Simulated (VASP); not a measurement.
# Hf (P6_3/mmc) in VASP: notebook

Runs on Hf. Level: PBE. Tasks: single point.

Program: VASP 6.6.1. These are calculated values, not measurements. Logs are shortened: lines on timing, memory, paths and dates and some standing lists are left out, and cuts for length are marked.

## (1) The cell of the first run

The structure is hexagonal, space group P6_3/mmc (No. 194). Conventional cell: a = 3.188 Å, b = 3.188 Å, c = 5.044 Å, α = 90.00°, β = 90.00°, γ = 120.00°. Within 4.1 Å of Hf (site symmetry -6m2) lie 12 Hf at 3.12 to 3.19 Å.

## (2) Single point, PBE

The input, INCAR:

```
SYSTEM = Hf
  ALGO = Normal
  EDIFF = 1E-6
  ENCUT = 520
  GGA = PE
  ISIF = 2
  ISMEAR = 1
  LASPH = .True.
  LCHARG = .False.
  LREAL = .False.
  LWAVE = .False.
  NBANDS = 17
  NELM = 60
  PREC = Accurate
  SIGMA = 0.1
```

The input, KPOINTS:

```
k-points
0
Gamma
  15 15 8
  0 0 0
```

The input, POSCAR:

```
Hf
1.0
    3.1880623379      0.0000000000      0.0000000000
   -1.5940311689      2.7609429734      0.0000000000
    0.0000000000      0.0000000000      5.0441339136
Hf
2
Direct
    0.3333333333      0.6666666667      0.2500000000
    0.6666666667      0.3333333333      0.7500000000
```

Potentials or basis: VASP PAW PBE potentials, release 64 (Hf_pv).

Started as:

```sh
$ cat potpaw_PBE.64/Hf_pv/POTCAR > POTCAR
$ mpirun -np 1 vasp_std > vasp.out
```

OUTCAR:

```text
SYSTEM = Hf
   EDIFF = 1E-6
   ENCUT = 520
   GGA = PE
   ISIF = 2
   ISMEAR = 1
   LASPH = .True.
   LREAL = .False.
   NELM = 60
   PREC = Accurate

 ion  position               nearest neighbor table
   1  0.333  0.667  0.250-   2 3.12   2 3.12   2 3.12   2 3.12   2 3.12   2 3.12
   2  0.667  0.333  0.750-   1 3.12   1 3.12   1 3.12   1 3.12   1 3.12   1 3.12

  LATTYP: Found a hexagonal cell.
 ALAT       =     3.1880623379
 C/A-ratio  =     1.5821942544

  Lattice vectors:

 A1 = (   3.1880623379,   0.0000000000,   0.0000000000)
 A2 = (  -1.5940311689,   2.7609429734,   0.0000000000)
 A3 = (   0.0000000000,   0.0000000000,   5.0441339136)

Analysis of symmetry for initial positions (statically):
=====================================================================
 Subroutine PRICEL returns:
 Original cell was already a primitive cell.

 Routine SETGRP: Setting up the symmetry group for a
 hexagonal supercell.

 Subroutine GETGRP returns: Found 24 space group operations
 (whereof 12 operations were pure point group operations)
 out of a pool of 24 trial point group operations.

The static configuration has the point symmetry D_3d.
 The point group associated with its full space group is D_6h.

Analysis of symmetry for dynamics (positions and initial velocities):
=====================================================================
 Subroutine PRICEL returns:
 Original cell was already a primitive cell.

 Routine SETGRP: Setting up the symmetry group for a
 hexagonal supercell.

 Subroutine GETGRP returns: Found 24 space group operations
 (whereof 12 operations were pure point group operations)
 out of a pool of 24 trial point group operations.

The dynamic configuration has the point symmetry D_3d.
 The point group associated with its full space group is D_6h.

 Subroutine INISYM returns: Found 24 space group operations
 (whereof 12 operations are pure point group operations),
 and found     1 'primitive' translations

----------------------------------------------------------------------------------------

                                     Primitive cell

  volume of cell :      44.3988

  direct lattice vectors                    reciprocal lattice vectors
     3.188062338  0.000000000  0.000000000     0.313670153  0.181097547  0.000000000
    -1.594031169  2.760942973  0.000000000     0.000000000  0.362195094  0.000000000
     0.000000000  0.000000000  5.044133914     0.000000000  0.000000000  0.198250090

  length of vectors
     3.188062338  3.188062338  5.044133914     0.362195094  0.362195094  0.198250090

  position of ions in fractional coordinates (direct lattice)
     0.333333333  0.666666667  0.250000000
     0.666666667  0.333333333  0.750000000

  ion indices of the primitive-cell ions
   primitive index   ion index
                 1           1
                 2           2

----------------------------------------------------------------------------------------

 KPOINTS: k-points

Automatic generation of k-mesh.
 Grid dimensions read from file:
 generate k-points for:   15   15    8

 Generating k-lattice:

  Cartesian coordinates                     Fractional coordinates (reciprocal lattice)
     0.020911344  0.012073170  0.000000000     0.066666667  0.000000000  0.000000000
     0.000000000  0.024146340  0.000000000     0.000000000  0.066666667  0.000000000
     0.000000000  0.000000000  0.024781261     0.000000000  0.000000000  0.125000000

  Length of vectors
     0.024146340  0.024146340  0.024781261

  Shift w.r.t. Gamma in fractional coordinates (k-lattice)
     0.000000000  0.000000000  0.000000000

 Subroutine IBZKPT returns following result:
 ===========================================

 Found    135 irreducible k-points:

 Following reciprocal coordinates:
            Coordinates               Weight
  0.000000  0.000000  0.000000      1.000000
  0.066667  0.000000  0.000000      6.000000
  0.133333  0.000000  0.000000      6.000000
  0.200000 -0.000000  0.000000      6.000000
  0.266667  0.000000  0.000000      6.000000
  0.333333 -0.000000  0.000000      6.000000
[... 16 lines left out ...]
  0.333333  0.200000  0.000000     12.000000
  0.400000  0.200000  0.000000      6.000000
 [... further k-points ...]
   k-points           NKPTS =    135   k-points in BZ     NKDIM =    135   number of bands    NBANDS=     17
   number of dos      NEDOS =    301   number of ions     NIONS =      2
   total plane-waves  NPLWV =  23040
   dimension x,y,z NGX =    24 NGY =   24 NGZ =   40
   dimension x,y,z NGXF=    48 NGYF=   48 NGZF=   80
   ions per type =               2
   NGX,Y,Z   is equivalent  to a cutoff of  12.52, 12.52, 13.18 a.u.
   NGXF,Y,Z  is equivalent  to a cutoff of  25.03, 25.03, 26.37 a.u.
 SYSTEM =  Hf
   PREC   = accura    normal or accurate (medium, high low for compatibility)
   ISTART =      0    job   : 0-new  1-cont  2-samecut
   ICHARG =      2    charge: 1-file 2-atom 10-const
   ISPIN  =      1    spin polarized calculation?
   LNONCOLLINEAR =      F non collinear calculations
   LSORBIT =      F    spin-orbit coupling
   LASPH  =      T    aspherical Exc in radial PAW
   ENCUT  =  520.0 eV  38.22 Ry    6.18 a.u.   5.93  5.93  9.38*2*pi/ulx,y,z
   NELM   =     60;   NELMIN=  2; NELMDL= -5     # of ELM steps
   EDIFF  = 0.1E-05   stopping-criterion for ELM
   LREAL  =      F    real-space projection
   EDIFFG = 0.1E-04   stopping-criterion for IOM
   NSW    =      0    number of steps for IOM
   IBRION =     -1    ionic relax: 0-MD 1-quasi-New 2-CG
   NFREE  =      0    steps in history (QN), initial steepest desc. (CG)
   ISIF   =      2    stress and relaxation
   ISYM   =      2    0-nonsym 1-usesym 2-fastsym
   POTIM  = 0.5000    time-step for ionic-motion
   TEBEG  =    0.0;   TEEND  =   0.0 temperature during run
   PSTRESS=    0.0 pullay stress
   NELECT =      20.0000    total number of electrons
   NUPDOWN=      -1.0000    fix difference up-down
   EMIN   =  10.00;   EMAX   =-10.00  energy-range for DOS
   EFERMI =   0.00;   METHOD = LEGACY
   ISMEAR =     1;   SIGMA  =   0.10  broadening in eV -4-tet -1-fermi 0-gaus
   EFERMI_NEDOS =   21; number of points for ismear=-14 and -15
   IALGO  =     38    algorithm
   IMIX   =      4    mixing-type and parameters
     AMIX     =   0.40;   BMIX     =  1.00
     AMIX_MAG =   1.60;   BMIX_MAG =  1.00
  volume/ion in A,a.u.               =      22.20       149.81
  Fermi-wavevector in a.u.,A,eV,Ry     =   1.254954  2.371520 21.427952  1.574910
  Thomas-Fermi vector in A             =   2.388734
   LORBIT       =      0    0 simple, 1 ext, 2 COOP (PROOUT), +10 PAW based schemes
   GGA     = PE    functional components
   LHFCALC =     F    Hartree Fock is set to
   AEXX    =    0.0000 exact exchange contribution
   IVDW    =     0    specifies the selected vdW correction
   LEPSILON=     F    determine dielectric tensor
   LRPA    =     F    only Hartree local field effects (RPA)
 non-spin polarized calculation
 Methfessel and Paxton  Order N= 1 SIGMA  =   0.10
  energy-cutoff  :      520.00
  volume of cell :       44.40
 maximum number of plane-waves:      1218
 NGX is ok and might be reduce to    24
   NGX = 11   NGY = 11   NGZ = 19

 number of electron      20.0000002 magnetization

 Free energy of the ion-electron system (eV)
  ---------------------------------------------------
  ext. energy  EPLUGINS =         0.00000000
  ---------------------------------------------------
  free energy    TOTEN  =       -19.84849141 eV

  energy without entropy =      -19.84839462  energy(sigma->0) =      -19.84845915

 E-fermi :   4.9844     XC(G=0): -11.3185

 val. band max:        4.9796776963   @ k =   0.1333   0.0000   0.0000
 cond. band min:       4.9923239960   @ k =   0.1333   0.0667   0.2500
 fundamental gap:      0.0126462997
 Fermi energy:         4.9844036019

 k-point     1 :       0.0000    0.0000    0.0000
  band No.  band energies     occupation
      1     -26.1008      2.00000
      2     -25.3341      2.00000
      3     -25.3341      2.00000
      4     -25.2114      2.00000
      5     -25.2032      2.00000
      6     -25.2032      2.00000
[... 9 lines left out ...]
     16       7.6256      0.00000
     17      10.3462      0.00000

 k-point     2 :       0.0667    0.0000    0.0000
  band No.  band energies     occupation
      1     -26.0889      2.00000
      2     -25.3594      2.00000
      3     -25.3426      2.00000
      4     -25.2300      2.00000
      5     -25.2168      2.00000
      6     -25.2065      2.00000
[... 9 lines left out ...]
     16       7.4936      0.00000
     17      10.4542      0.00000

 k-point     3 :       0.1333    0.0000    0.0000
  band No.  band energies     occupation
      1     -26.0545      2.00000
      2     -25.4310      2.00000
      3     -25.3662      2.00000
      4     -25.3045      2.00000
      5     -25.2331      2.00000
      6     -25.2165      2.00000
[... 9 lines left out ...]
     16       7.4662      0.00000
     17      10.7037      0.00000

 k-point     4 :       0.2000   -0.0000    0.0000
  band No.  band energies     occupation
      1     -26.0004      2.00000
      2     -25.5366      2.00000
      3     -25.4108      2.00000
      4     -25.3997      2.00000
      5     -25.2604      2.00000
      6     -25.2322      2.00000
[... 9 lines left out ...]
     16       8.0420      0.00000
     17      10.9756      0.00000

 k-point     5 :       0.2667    0.0000    0.0000
  band No.  band energies     occupation
      1     -25.9316      2.00000
      2     -25.6578      2.00000
      3     -25.5281      2.00000
      4     -25.4369      2.00000
      5     -25.2982      2.00000
      6     -25.2512      2.00000
[... 9 lines left out ...]
     16       8.7965      0.00000
     17      11.2000      0.00000

 k-point     6 :       0.3333   -0.0000    0.0000
  band No.  band energies     occupation
      1     -25.8555      2.00000
      2     -25.7734      2.00000
      3     -25.6362      2.00000
      4     -25.4714      2.00000
      5     -25.3447      2.00000
      6     -25.2701      2.00000
[... 9 lines left out ...]
     16       9.6606      0.00000
     17      11.3558      0.00000

 k-point     7 :       0.4000    0.0000    0.0000
  band No.  band energies     occupation
      1     -25.8631      2.00000
      2     -25.7827      2.00000
      3     -25.7183      2.00000
      4     -25.4978      2.00000
      5     -25.3942      2.00000
      6     -25.2852      2.00000
[... 9 lines left out ...]
     16      10.5291      0.00000
     17      11.4480      0.00000

 k-point     8 :       0.4667   -0.0000    0.0000
  band No.  band energies     occupation
      1     -25.9120      2.00000
      2     -25.7624      2.00000
      3     -25.7326      2.00000
      4     -25.5120      2.00000
      5     -25.4315      2.00000
      6     -25.2936      2.00000
[... 9 lines left out ...]
     16      11.3918      0.00000
     17      11.4897      0.00000
[... 203 lines left out ...]
      1     -25.8404      2.00000
      2     -25.7571      2.00000
      3     -25.7146      2.00000
      4     -25.5348      2.00000
      5     -25.4125      2.00000
      6     -25.3465      2.00000
[... 9 lines left out ...]
     16      11.1513      0.00000
     17      11.3574      0.00000

 k-point    20 :       0.4000    0.1333    0.0000
  band No.  band energies     occupation
      1     -25.8844      2.00000
      2     -25.7384      2.00000
      3     -25.7054      2.00000
      4     -25.5619      2.00000
      5     -25.4524      2.00000
      6     -25.3580      2.00000
[... 9 lines left out ...]
     16      11.1717      0.00000
     17      11.9882      0.00000

 k-point    21 :       0.2000    0.2000    0.0000
  band No.  band energies     occupation
      1     -25.8355      2.00000
      2     -25.7101      2.00000
      3     -25.6924      2.00000
      4     -25.4734      2.00000
      5     -25.3574      2.00000
      6     -25.3471      2.00000
[... 9 lines left out ...]
     16      10.4081      0.00000
     17      11.0033      0.00000

 k-point    22 :       0.2667    0.2000    0.0000
  band No.  band energies     occupation
      1     -25.7880      2.00000
      2     -25.7630      2.00000
      3     -25.7176      2.00000
      4     -25.5319      2.00000
      5     -25.4079      2.00000
      6     -25.3901      2.00000
[... 9 lines left out ...]
     16      10.9822      0.00000
     17      11.3298      0.00000

 k-point    23 :       0.3333    0.2000    0.0000
  band No.  band energies     occupation
      1     -25.8405      2.00000
      2     -25.7186      2.00000
      3     -25.6968      2.00000
      4     -25.5892      2.00000
      5     -25.4590      2.00000
      6     -25.4174      2.00000
[... 9 lines left out ...]
     16      10.9644      0.00000
     17      11.8922      0.00000

 k-point    24 :       0.4000    0.2000    0.0000
  band No.  band energies     occupation
      1     -25.8588      2.00000
      2     -25.7119      2.00000
      3     -25.6647      2.00000
      4     -25.6169      2.00000
      5     -25.4859      2.00000
      6     -25.4268      2.00000
[... 9 lines left out ...]
     16      10.9573      0.00000
     17      11.4369      0.00000

 [... further k-points ...]

------------------------ aborting loop because EDIFF is reached ----------------------------------------

  FORCE on cell =-STRESS in cart. coord.  units (eV):
  Direction    XX          YY          ZZ          XY          YZ          ZX
  --------------------------------------------------------------------------------------
  -------------------------------------------------------------------------------------
  Total        0.3558582      0.3558582      0.3042267      0.0000000     -0.0000000      0.0000000
  in kB       12.8415282     12.8415282     10.9783495      0.0000000     -0.0000000      0.0000000
  external PRESSURE =      12.2204686 kB  Pullay stress =       0.0000000 kB

 VOLUME and BASIS-vectors are now :
 -----------------------------------------------------------------------------
  energy-cutoff  :      520.00
  volume of cell :       44.40
      direct lattice vectors                 reciprocal lattice vectors
     3.188062338  0.000000000  0.000000000     0.313670153  0.181097547  0.000000000
    -1.594031169  2.760942973  0.000000000     0.000000000  0.362195094  0.000000000
     0.000000000  0.000000000  5.044133914     0.000000000  0.000000000  0.198250090

 POSITION                                       TOTAL-FORCE (eV/Angst)
 -----------------------------------------------------------------------------------
     -0.00000      1.84063      1.26103        -0.000000      0.000000      0.000000
      1.59403      0.92031      3.78310         0.000000     -0.000000      0.000000
 -----------------------------------------------------------------------------------
    total drift:                               -0.000000      0.000000     -0.000000

  FREE ENERGIE OF THE ION-ELECTRON SYSTEM (eV)
  ---------------------------------------------------
  free  energy   TOTEN  =       -19.8484914101 eV

  energy  without entropy=      -19.8483946165  energy(sigma->0) =      -19.84845915
```

Run time: 39 s. Hardware: 1 thread of Intel Xeon 6975P-C (Granite Rapids), shared host; peak memory 0.21 GiB.

Results:

```yaml
Free_energy: -19.8485 eV
Pressure: 1.2 GPa
Band_gap_on_the_k_mesh: zero (bands 10 and 11 overlap by 1.62 eV)
```

Stress tensor (GPa, compression positive):
```
1.28 0.00 0.00
0.00 1.28 0.00
0.00 0.00 1.10
```

Caveat: spin-orbit coupling is left out, which moves the levels of the heavy elements.

(Part 1 of 2 ends here.)
